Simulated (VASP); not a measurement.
**Mn: relaxation of cell and atoms with PBEsol**

Mn:

```
CELL_PARAMETERS angstrom
2.45307 0.00000 0.00000
-1.22653 2.12442 0.00000
0.00000 0.00000 7.92093
ATOMIC_POSITIONS crystal
Mn 0.00000 0.00000 0.00000
Mn 0.33333 0.66667 0.25000
Mn 0.00000 0.00000 0.50000
Mn 0.66667 0.33333 0.75000
```

This isn't the form of Mn at room conditions, which is a 58-atom cubic cell.

* Program: VASP 6.6.1
* Task: relaxation of cell and atoms
* Functional: PBEsol
* Potentials or basis: VASP PAW PBE potentials, release 64 (Mn_pv)
* Cutoff: 600 eV
* k mesh: 18 × 18 × 6
* Occupations: gaussian, width 0.1 eV
* Spin: no spin polarisation
* Dipole correction: no
* Further INCAR settings: ALGO = Fast; EDIFF = 1e-07; IBRION = 2; EDIFFG = -0.01; NSW = 80; ISIF = 3

| Quantity | Value |
| --- | --- |
| Relaxed volume | 10.31 Å³/atom |
| Relaxed cell | a = 2.453 Å, b = 2.453 Å, c = 7.914 Å, α = 90.00°, β = 90.00°, γ = 120.00° |
| Space group after relaxing (to 0.1 Å) | P6_3/mmc (No. 194) |
| Energy gained by relaxing | 0.0 meV/atom |
| Ionic steps | 3 |
| Pressure after relaxing | 0.1 GPa |
| Band gap on the k mesh | zero (bands 26 and 27 overlap by 2.28 eV) |

Stress tensor (GPa, compression positive):
```
 0.13  0.00  0.00
 0.00  0.13  0.00
 0.00  0.00 -0.02
```

Final structure:
```
Mn
1.0
     2.45301    0.00000    0.00000
    -1.22651    2.12437    0.00000
     0.00000    0.00000    7.91431
Mn
4
Direct
  0.00000 0.00000 0.00000
  0.33333 0.66667 0.25000
  0.00000 0.00000 0.50000
  0.66667 0.33333 0.75000
```

Levels at points of the mesh, in eV from the Fermi level:
| k point | band 24 | band 25 | band 26 | band 27 | band 28 | band 29 |
| --- | --- | --- | --- | --- | --- | --- |
| (0.00, 0.00, 0.00) | -0.82 | -0.82 | -0.74 | -0.74 | 0.25 | 0.25 |
| (0.50, 0.00, 0.00) | 0.11 | 0.12 | 1.41 | 1.85 | 1.86 | 1.96 |
| (0.00, 0.00, 0.50) | -0.96 | -0.96 | -0.96 | -0.69 | -0.69 | 0.53 |
| (0.50, 0.00, 0.50) | -0.44 | 0.25 | 0.25 | 1.37 | 1.37 | 1.89 |

Wall time 11 min on 1 thread of Intel Xeon 8259CL (shared host), peak memory 0.29 GiB.

Caveat: the PAW data sets were made with another functional, which shifts forces and pressure a little; the run has no spin polarisation, though such a crystal can be magnetic. Spin polarisation is off, so any magnetic state and its effect on volume and gap are missing.
